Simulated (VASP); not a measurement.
# Hg (P6_3/mmc) in VASP: further runs

Hg is run at these levels: PBEsol+D3(BJ); tasks: single point.

All numbers are computed with VASP 6.6.1; they aren't measurements. Logs are shortened: lines on timing, memory, paths and dates and some standing lists are left out, and cuts for length are marked.

### 1 The cell of the first run

Symmetry: P6_3/mmc, No. 194, hexagonal system. Conventional cell: a = 2.996 Å, b = 2.996 Å, c = 5.601 Å, α = 90.00°, β = 90.00°, γ = 120.00°. Within 3.9 Å of Hg (site symmetry -6m2) lie 12 Hg at 3.00 to 3.29 Å.

### 2 Single point, PBEsol+D3(BJ)

Input file INCAR:

```
SYSTEM = Hg
  ALGO = Normal
  EDIFF = 1E-6
  ENCUT = 550
  GGA = PS
  GGA_COMPAT = .False.
  ISIF = 2
  ISMEAR = 0
  IVDW = 12
  LASPH = .True.
  LCHARG = .False.
  LREAL = .False.
  LWAVE = .False.
  NBANDS = 27
  NELM = 120
  PREC = Accurate
  SIGMA = 0.15
```

Input file KPOINTS:

```
k-points
0
Gamma
  18 18 10
  0 0 0
```

Input file POSCAR:

```
Hg
1.0
    2.9964000000      0.0000000000      0.0000000000
   -1.4982000000      2.5949585199      0.0000000000
    0.0000000000      0.0000000000      5.6014000000
Hg
2
Direct
    0.6666666667      0.3333333333      0.7500000000
    0.3333333333      0.6666666667      0.2500000000
```

Potentials or basis: VASP PAW PBE potentials, release 64 (Hg_sv_GW).

The run is started by

```console
$ cat potpaw_PBE.64/Hg_sv_GW/POTCAR > POTCAR
$ mpirun -np 1 vasp_std > vasp.out
```

OUTCAR:

```text
SYSTEM = Hg
   EDIFF = 1E-6
   ENCUT = 550
   GGA = PS
   ISIF = 2
   ISMEAR = 0
   IVDW = 12
   LASPH = .True.
   LREAL = .False.
   NELM = 120
   PREC = Accurate
 IVDW          = 12

 ion  position               nearest neighbor table
   1  0.667  0.333  0.750-   2 3.29   2 3.29   2 3.29   2 3.29   2 3.29   2 3.29
   2  0.333  0.667  0.250-   1 3.29   1 3.29   1 3.29   1 3.29   1 3.29   1 3.29

  LATTYP: Found a hexagonal cell.
 ALAT       =     2.9964000000
 C/A-ratio  =     1.8693765852

  Lattice vectors:

 A1 = (   2.9964000000,   0.0000000000,   0.0000000000)
 A2 = (  -1.4982000000,   2.5949585199,   0.0000000000)
 A3 = (   0.0000000000,   0.0000000000,   5.6014000000)

Analysis of symmetry for initial positions (statically):
=====================================================================
 Subroutine PRICEL returns:
 Original cell was already a primitive cell.

 Routine SETGRP: Setting up the symmetry group for a
 hexagonal supercell.

 Subroutine GETGRP returns: Found 24 space group operations
 (whereof 12 operations were pure point group operations)
 out of a pool of 24 trial point group operations.

The static configuration has the point symmetry D_3d.
 The point group associated with its full space group is D_6h.

Analysis of symmetry for dynamics (positions and initial velocities):
=====================================================================
 Subroutine PRICEL returns:
 Original cell was already a primitive cell.

 Routine SETGRP: Setting up the symmetry group for a
 hexagonal supercell.

 Subroutine GETGRP returns: Found 24 space group operations
 (whereof 12 operations were pure point group operations)
 out of a pool of 24 trial point group operations.

The dynamic configuration has the point symmetry D_3d.
 The point group associated with its full space group is D_6h.

 Subroutine INISYM returns: Found 24 space group operations
 (whereof 12 operations are pure point group operations),
 and found     1 'primitive' translations

----------------------------------------------------------------------------------------

                                     Primitive cell

  volume of cell :      43.5539

  direct lattice vectors                    reciprocal lattice vectors
     2.996400000  0.000000000  0.000000000     0.333733814  0.192681307  0.000000000
    -1.498200000  2.594958520  0.000000000     0.000000000  0.385362615  0.000000000
     0.000000000  0.000000000  5.601400000     0.000000000  0.000000000  0.178526797

  length of vectors
     2.996400000  2.996400000  5.601400000     0.385362615  0.385362615  0.178526797

  position of ions in fractional coordinates (direct lattice)
     0.666666667  0.333333333  0.750000000
     0.333333333  0.666666667  0.250000000

  ion indices of the primitive-cell ions
   primitive index   ion index
                 1           1
                 2           2

----------------------------------------------------------------------------------------

 KPOINTS: k-points

Automatic generation of k-mesh.
 Grid dimensions read from file:
 generate k-points for:   18   18   10

 Generating k-lattice:

  Cartesian coordinates                     Fractional coordinates (reciprocal lattice)
     0.018540767  0.010704517  0.000000000     0.055555556 -0.000000000  0.000000000
     0.000000000  0.021409034  0.000000000     0.000000000  0.055555556  0.000000000
     0.000000000  0.000000000  0.017852680     0.000000000  0.000000000  0.100000000

  Length of vectors
     0.021409034  0.021409034  0.017852680

  Shift w.r.t. Gamma in fractional coordinates (k-lattice)
     0.000000000  0.000000000  0.000000000

 Subroutine IBZKPT returns following result:
 ===========================================

 Found    222 irreducible k-points:

 Following reciprocal coordinates:
            Coordinates               Weight
  0.000000  0.000000  0.000000      1.000000
  0.055556 -0.000000  0.000000      6.000000
  0.111111 -0.000000  0.000000      6.000000
  0.166667 -0.000000  0.000000      6.000000
  0.222222 -0.000000  0.000000      6.000000
  0.277778 -0.000000  0.000000      6.000000
[... 16 lines left out ...]
  0.333333  0.111111  0.000000     12.000000
  0.388889  0.111111  0.000000     12.000000
 [... further k-points ...]
   k-points           NKPTS =    222   k-points in BZ     NKDIM =    222   number of bands    NBANDS=     27
   number of dos      NEDOS =    301   number of ions     NIONS =      2
   total plane-waves  NPLWV =  27648
   dimension x,y,z NGX =    24 NGY =   24 NGZ =   48
   dimension x,y,z NGXF=    48 NGYF=   48 NGZF=   96
   ions per type =               2
   NGX,Y,Z   is equivalent  to a cutoff of  13.32, 13.32, 14.25 a.u.
   NGXF,Y,Z  is equivalent  to a cutoff of  26.63, 26.63, 28.49 a.u.
 SYSTEM =  Hg
   PREC   = accura    normal or accurate (medium, high low for compatibility)
   ISTART =      0    job   : 0-new  1-cont  2-samecut
   ICHARG =      2    charge: 1-file 2-atom 10-const
   ISPIN  =      1    spin polarized calculation?
   LNONCOLLINEAR =      F non collinear calculations
   LSORBIT =      F    spin-orbit coupling
   LASPH  =      T    aspherical Exc in radial PAW
   ENCUT  =  550.0 eV  40.42 Ry    6.36 a.u.   5.73  5.73 10.71*2*pi/ulx,y,z
   NELM   =    120;   NELMIN=  2; NELMDL= -5     # of ELM steps
   EDIFF  = 0.1E-05   stopping-criterion for ELM
   LREAL  =      F    real-space projection
   EDIFFG = 0.1E-04   stopping-criterion for IOM
   NSW    =      0    number of steps for IOM
   IBRION =     -1    ionic relax: 0-MD 1-quasi-New 2-CG
   NFREE  =      0    steps in history (QN), initial steepest desc. (CG)
   ISIF   =      2    stress and relaxation
   ISYM   =      2    0-nonsym 1-usesym 2-fastsym
   POTIM  = 0.5000    time-step for ionic-motion
   TEBEG  =    0.0;   TEEND  =   0.0 temperature during run
   PSTRESS=    0.0 pullay stress
   NELECT =      40.0000    total number of electrons
   NUPDOWN=      -1.0000    fix difference up-down
   EMIN   =  10.00;   EMAX   =-10.00  energy-range for DOS
   EFERMI =   0.00;   METHOD = LEGACY
   ISMEAR =     0;   SIGMA  =   0.15  broadening in eV -4-tet -1-fermi 0-gaus
   EFERMI_NEDOS =   21; number of points for ismear=-14 and -15
   IALGO  =     38    algorithm
   IMIX   =      4    mixing-type and parameters
     AMIX     =   0.40;   BMIX     =  1.00
     AMIX_MAG =   1.60;   BMIX_MAG =  1.00
  volume/ion in A,a.u.               =      21.78       146.96
  Fermi-wavevector in a.u.,A,eV,Ry     =   1.591302  3.007124 34.453238  2.532242
  Thomas-Fermi vector in A             =   2.689863
   LORBIT       =      0    0 simple, 1 ext, 2 COOP (PROOUT), +10 PAW based schemes
   GGA     = PS    functional components
   LHFCALC =     F    Hartree Fock is set to
   AEXX    =    0.0000 exact exchange contribution
   IVDW    =    12    specifies the selected vdW correction
   LEPSILON=     F    determine dielectric tensor
   LRPA    =     F    only Hartree local field effects (RPA)
 non-spin polarized calculation
 Gauss-broadening in eV      SIGMA  =   0.15
  energy-cutoff  :      550.00
  volume of cell :       43.55
 maximum number of plane-waves:      1305
 NGX is ok and might be reduce to    24
   NGX = 11   NGY = 11   NGZ = 21

 number of electron      40.0000007 magnetization

 Free energy of the ion-electron system (eV)
  ---------------------------------------------------
  ext. energy  EPLUGINS =         0.00000000
  ---------------------------------------------------
  free energy    TOTEN  =        -1.06700972 eV

  energy without entropy =       -1.05690286  energy(sigma->0) =       -1.06195629

 E-fermi :   6.8518     XC(G=0): -12.0176

 val. band max:        6.8474071627   @ k =   0.3333   0.2222   0.3000
 cond. band min:       6.8972537295   @ k =   0.3333   0.2778   0.2000
 fundamental gap:      0.0498465668
 Fermi energy:         6.8518264100

 k-point     1 :       0.0000    0.0000    0.0000
  band No.  band energies     occupation
      1    -108.4053      2.00000
      2    -108.4045      2.00000
      3     -56.6951      2.00000
      4     -56.6672      2.00000
      5     -56.6672      2.00000
      6     -56.6664      2.00000
[... 19 lines left out ...]
     26      21.9674      0.00000
     27      23.9369      0.00000

 k-point     2 :       0.0556   -0.0000    0.0000
  band No.  band energies     occupation
      1    -108.4052      2.00000
      2    -108.4044      2.00000
      3     -56.6947      2.00000
      4     -56.6693      2.00000
      5     -56.6678      2.00000
      6     -56.6661      2.00000
[... 19 lines left out ...]
     26      21.9769      0.00000
     27      23.8887      0.00000

 k-point     3 :       0.1111   -0.0000    0.0000
  band No.  band energies     occupation
      1    -108.4049      2.00000
      2    -108.4042      2.00000
      3     -56.6934      2.00000
      4     -56.6755      2.00000
      5     -56.6723      2.00000
      6     -56.6695      2.00000
[... 19 lines left out ...]
     26      22.2390      0.00000
     27      22.8015      0.00000

 k-point     4 :       0.1667   -0.0000    0.0000
  band No.  band energies     occupation
      1    -108.4046      2.00000
      2    -108.4039      2.00000
      3     -56.6914      2.00000
      4     -56.6850      2.00000
      5     -56.6818      2.00000
      6     -56.6721      2.00000
[... 19 lines left out ...]
     26      21.2609      0.00000
     27      21.2813      0.00000
[... 516 lines left out ...]
      4     -56.7177      2.00000
      5     -56.6856      2.00000
      6     -56.6824      2.00000
[... 19 lines left out ...]
     26      19.2683      0.00000
     27      19.4905      0.00000

 k-point    23 :       0.3333    0.1111    0.0000
  band No.  band energies     occupation
      1    -108.4026      2.00000
      2    -108.4023      2.00000
      3     -56.7284      2.00000
      4     -56.7257      2.00000
      5     -56.6889      2.00000
      6     -56.6844      2.00000
[... 19 lines left out ...]
     26      18.6618      0.00000
     27      19.1451      0.00000

 k-point    24 :       0.3889    0.1111    0.0000
  band No.  band energies     occupation
      1    -108.4024      2.00000
      2    -108.4021      2.00000
      3     -56.7338      2.00000
      4     -56.7309      2.00000
      5     -56.6910      2.00000
      6     -56.6863      2.00000
[... 19 lines left out ...]
     26      18.2639      0.00000
     27      18.9337      0.00000

 [... further k-points ...]

------------------------ aborting loop because EDIFF is reached ----------------------------------------

 Edisp (eV)   -0.91914

 E8    (eV) :    -0.6237

  FORCE on cell =-STRESS in cart. coord.  units (eV):
  Direction    XX          YY          ZZ          XY          YZ          ZX
  --------------------------------------------------------------------------------------
  -------------------------------------------------------------------------------------
  Total       0.19355     0.19355    -0.43065     0.00000    -0.00000     0.00000
  in kB       7.11987     7.11987   -15.84187     0.00000    -0.00000     0.00000
  external pressure =       -0.53 kB  Pullay stress =        0.00 kB

 VOLUME and BASIS-vectors are now :
 -----------------------------------------------------------------------------
  energy-cutoff  :      550.00
  volume of cell :       43.55
      direct lattice vectors                 reciprocal lattice vectors
     2.996400000  0.000000000  0.000000000     0.333733814  0.192681307  0.000000000
    -1.498200000  2.594958520  0.000000000     0.000000000  0.385362615  0.000000000
     0.000000000  0.000000000  5.601400000     0.000000000  0.000000000  0.178526797

 POSITION                                       TOTAL-FORCE (eV/Angst)
 -----------------------------------------------------------------------------------
      1.49820      0.86499      4.20105         0.000000     -0.000000      0.000000
     -0.00000      1.72997      1.40035        -0.000000      0.000000      0.000000
 -----------------------------------------------------------------------------------
    total drift:                                0.000000     -0.000000      0.000000

  FREE ENERGIE OF THE ION-ELECTRON SYSTEM (eV)
  ---------------------------------------------------
  free  energy   TOTEN  =        -1.9861464845 eV

  energy  without entropy=       -1.9760396218  energy(sigma->0) =       -1.98109305
```

Wall time 3.4 min (1 thread of Intel Xeon Platinum 8375C at 2.90GHz (Ice Lake), shared host); peak memory 0.4 GiB.

What came out:

* Free energy: -1.9861 eV
* Pressure: -0.1 GPa
* Band gap on the k mesh: zero (bands 20 and 21 overlap by 3.13 eV)
* Dispersion energy per atom: -0.460 eV

Caveat: the PAW data sets were made with another functional, which shifts forces and pressure a little; spin-orbit coupling is left out, which moves the levels of the heavy elements.

(Part 1 of 2 ends here.)

The gap in the log of VASP goes by the Fermi energy; the results here count the filled bands.